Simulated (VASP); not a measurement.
A run of VASP 6.6.1 is set up as follows.

INCAR

```
SYSTEM = Ta3N
ALGO = Normal
EDIFF = 1E-6
ENCUT = 520
GGA = PS
ISIF = 2
ISMEAR = -1
LASPH = .True.
LCHARG = .True.
LDAU = .True.
LDAUJ = 0 0
LDAUL = 2 -1
LDAUPRINT = 1
LDAUTYPE = 2
LDAUU = 3 0
LELF = .True.
LMAXMIX = 4
LREAL = .False.
LVHAR = .True.
LWAVE = .False.
NBANDS = 27
NELM = 150
PREC = Accurate
SIGMA = 0.05
```

KPOINTS

```
k-points
0
Gamma
  10 10 4
  0 0 0
```

The input POSCAR:

```
Ta3N
1.0
    3.0011947922      0.0000000000      0.0000000000
   -1.5005973961      2.5991109317      0.0000000000
    0.0000000000      0.0000000000      7.5144206557
Ta N
3 1
Direct
    0.6666666667      0.3333333333      0.8268165940
    0.3333333333      0.6666666667      0.1731834060
    0.0000000000      0.0000000000      0.5000000000
    0.0000000000      0.0000000000      0.0000000000
```

Potentials or basis: VASP PAW PBE potentials, release 64 (Ta_pv, N).

Run with:

```sh
$ cat potpaw_PBE.64/Ta_pv/POTCAR potpaw_PBE.64/N/POTCAR > POTCAR
$ mpirun -np 1 vasp_std > vasp.out
```

Question: What does it give for the pressure?

Answer: 7.2 GPa.

Question: What does it give for the largest force?

Answer: 0.291 eV/Å.

Eigenvalues of the final occupation matrices:
```
    site  spin  trace               eigenvalues
site 1 d     1   1.17  0.22 0.22 0.24 0.24 0.25
site 1 d     2   1.17  0.22 0.22 0.24 0.24 0.25
site 2 d     1   1.17  0.22 0.22 0.24 0.24 0.25
site 2 d     2   1.17  0.22 0.22 0.24 0.24 0.25
site 3 d     1   1.08  0.15 0.15 0.24 0.24 0.29
site 3 d     2   1.08  0.15 0.15 0.24 0.24 0.29
```

Caveat: the PAW data sets were made with another functional, which shifts forces and pressure a little; spin-orbit coupling is left out, which moves the levels of the heavy elements; U without spin polarisation on a metal has little footing.
